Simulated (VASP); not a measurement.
Crystal: AlNi.

```
Al Ni
1.0
     4.61344    0.00000    0.00000
    -2.30672    3.99535    0.00000
     0.00000    0.00000    3.72220
Al Ni
3 3
Direct
  0.50000 0.00000 0.00000
  0.50000 0.50000 0.00000
  0.00000 0.50000 0.00000
  0.00000 0.00000 0.00000
  0.33333 0.66667 0.50000
  0.66667 0.33333 0.50000
```

| Quantity | Value |
| --- | --- |
| Program | VASP 6.6.1 |
| Task | relaxation of cell and atoms |
| Functional | PBE |
| Potentials or basis | VASP PAW PBE potentials, release 64 (Al, Ni) |
| Cutoff | 600 eV |
| k mesh | 6 × 6 × 6 |
| Occupations | gaussian, width 0.1 eV |
| Spin | no spin polarisation |

At the start: pressure 53.1 GPa; volume 11.43 Å³/atom.

Q: How do energy, volume and symmetry change on relaxing?

A: Over 8 steps the energy falls by 495.2 meV/atom and the volume is 15.11 Å³/atom (+32.2 %); space group P6/mmm (No. 191, to 0.1 Å) before and after.

The path:
```tsv
step	energy change (eV)	largest force (eV/Å)	pressure (GPa)	volume (Å³)
1	0.0000	0.0000	53.10	68.61
2	-1.6691	0.0000	-14.73	113.44
3	-2.9405	0.0000	-0.61	90.99
4	-2.9405	0.0000	-0.03	90.50
5	-2.9645	0.0000	0.25	90.24
6	-2.9706	0.0000	0.50	90.03
7	-2.9706	0.0000	0.53	90.01
8	-2.9712	0.0000	-0.26	90.69
```

Final structure:
```yaml
crystal:
  lattice:
    - [5.17587, 0.00000, 0.00000]
    - [-2.58794, 4.48244, 0.00000]
    - [0.00000, 0.00000, 3.90877]
  atoms:
    - { symbol: Al, position: [0.50000, 0.00000, 0.00000] }
    - { symbol: Al, position: [0.50000, 0.50000, 0.00000] }
    - { symbol: Al, position: [0.00000, 0.50000, 0.00000] }
    - { symbol: Ni, position: [0.00000, 0.00000, 0.00000] }
    - { symbol: Ni, position: [0.33333, 0.66667, 0.50000] }
    - { symbol: Ni, position: [0.66667, 0.33333, 0.50000] }
```

Caveat: the volume moved by over 15 % at a fixed basis, so the end points are rough.
